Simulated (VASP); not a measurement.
SiC (series): single point with PBE

The system is SiC (series).

```
Si C
1.0
     0.00000    2.17900    2.17900
     2.17900    0.00000    2.17900
     2.17900    2.17900    0.00000
Si C
1 1
Direct
  0.00000 0.00000 0.00000
  0.25000 0.25000 0.25000
```

- Program: VASP 6.6.1
- Task: single point
- Functional: PBE
- Potentials or basis: VASP PAW PBE potentials, release 64 (Si, C)
- Cutoff: 600 eV
- k mesh: 8 × 8 × 8
- Occupations: gaussian, width 0.1 eV
- Spin: no spin polarisation

The pressure is 3.1 GPa and the band gap on the k mesh is 1.36 eV, indirect (least direct gap 4.54 eV).

Levels at points of the mesh, in eV from the valence-band top:
```tsv
k point	band 1	band 2	band 3	band 4	band 5	band 6	band 7	band 8
(0.00, 0.00, 0.00)	-15.40	0.00	0.00	0.00	6.23	7.31	7.31	7.31
(0.50, 0.00, 0.00)	-11.84	-8.53	-1.05	-1.05	5.43	7.23	7.23	10.05
(0.50, 0.50, 0.00)	-10.39	-7.79	-3.19	-3.19	1.36	4.32	14.03	14.03
```

It took 12 s on 1 thread of AMD EPYC 7R43 64-Core Processor (Zen 3) (shared host), peak memory 0.12 GiB.

A k mesh can miss the band edges. As with any semilocal functional, this PBE gap is likely too small.
